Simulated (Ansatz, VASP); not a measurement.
**Two plane-wave programs on HfO2**

```
Hf O
1.0
     0.00000    2.53756    2.53756
     2.53756    0.00000    2.53756
     2.53756    2.53756    0.00000
Hf O
1 2
Direct
  0.00000 0.00000 0.00000
  0.25000 0.25000 0.25000
  0.75000 0.75000 0.75000
```

Alike in both runs: functional PBE; dispersion D4; k mesh 6 × 6 × 6; no spin polarisation.

Ansatz relaxed the structure, and its values are those at the end. VASP's run is a single point on that final structure, the one shown.

|  | VASP | Ansatz |
| --- | --- | --- |
| version | VASP 6.6.1 | Ansatz 0.2.0 |
| potentials or method | VASP PAW PBE potentials, release 64 (Hf_pv, O) | plane waves, PAW |
| plane-wave cutoff (eV) | 520 | 420 |
| occupations | gaussian, width 0.01 eV | fixed |
| valence electrons in the cell | 22 | 38 |

|  | VASP | Ansatz | Ansatz less VASP |
| --- | --- | --- | --- |
| pressure (GPa) | -3.8 | 0.0 | +3.75 |

VASP's potentials hold 22 valence electrons a cell and Ansatz's 38, so a difference there can come from the potentials and not from the codes.

Spin-orbit coupling is off throughout.
